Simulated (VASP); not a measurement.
A run of VASP 6.6.1:

Contents of INCAR:

```
PREC = Accurate
ENCUT = 520
EDIFF = 1E-6
ISMEAR = 0
SIGMA = 0.1
LREAL = False
LASPH = True
NELM = 80
ALGO = Normal
ISIF = 2
LWAVE = False
LCHARG = False
GGA = PE
NBANDS = 21
```

KPOINTS

```
Automatic mesh
0
Gamma
  6 6 6
```

POSCAR

```
Al3SiNO
1.0
    2.5040173300      1.4456950800      4.0763162300
   -2.5040173300      1.4456950800      4.0763162300
    0.0000000000     -2.8913901600      4.0763162300
Al Si N O
3 1 1 1
Direct
    0.1253439900      0.6249679900      0.6249679900
    0.6249679900      0.1253439900      0.6249679900
    0.6249679900      0.6249679900      0.1253439900
    0.2501820000      0.2501820000      0.2501820000
    0.6248746500      0.6248746500      0.6248746500
    0.9996630000      0.9996630000      0.9996630000
```

Potentials or basis: VASP PAW PBE potentials, release 64 (Al, Si, N, O).

Command:

```console
$ cat potpaw_PBE.64/Al/POTCAR potpaw_PBE.64/Si/POTCAR potpaw_PBE.64/N/POTCAR potpaw_PBE.64/O/POTCAR > POTCAR
$ mpirun -np 1 vasp_std > vasp.out
```

Hardware: 1 thread of Intel Xeon 8259CL, with other jobs on the host.

Q: Estimate the wall time of this run.

A: It took 110 s on 1 thread of Intel Xeon 8259CL, on a shared host, peak memory 0.26 GiB. Counts: scf iterations 16, k points 32.
